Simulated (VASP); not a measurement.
A run of VASP 6.6.1:

INCAR

```
SYSTEM = W
ALGO     = Normal         ! electronic algorithm
EDIFF    = 1E-7           ! SCF threshold, eV
ENCUT    = 520            ! plane-wave cutoff, eV
GGA      = RP             ! functional
ISIF     = 2              ! what is computed and relaxed
ISMEAR   = -1             ! smearing method
LASPH    = .TRUE.         ! aspherical terms in the spheres
LCHARG   = .FALSE.        ! write CHGCAR
LREAL    = .FALSE.        ! projectors in reciprocal space
LWAVE    = .FALSE.        ! write WAVECAR
NBANDS   = 13             ! bands
NELM     = 60             ! most SCF steps
PREC     = Accurate       ! precision mode
SIGMA    = 0.05           ! smearing width, eV
```

The input KPOINTS:

```
k-points
0
G
  12 12 12
  0 0 0
```

POSCAR

```
W
1.0
   -1.6031677168      1.6031677168      1.6031677168
    1.6031677168     -1.6031677168      1.6031677168
    1.6031677168      1.6031677168     -1.6031677168
W
1
Direct
    0.0000000000      0.0000000000      0.0000000000
```

Potentials or basis: VASP PAW PBE potentials, release 64 (W_sv).

Launch:

```bash
$ cat potpaw_PBE.64/W_sv/POTCAR > POTCAR
$ mpirun -np 1 vasp_std > vasp.out
```

Hardware: 1 thread of AMD EPYC 7R43 64-Core Processor (Zen 3) (shared host).

Problem. How long does it take, and how much memory?

Solution. Wall time 14 s on 1 thread of AMD EPYC 7R43 64-Core Processor (Zen 3) (shared host), peak memory 0.11 GiB. Counts: scf iterations 13, k points 72.
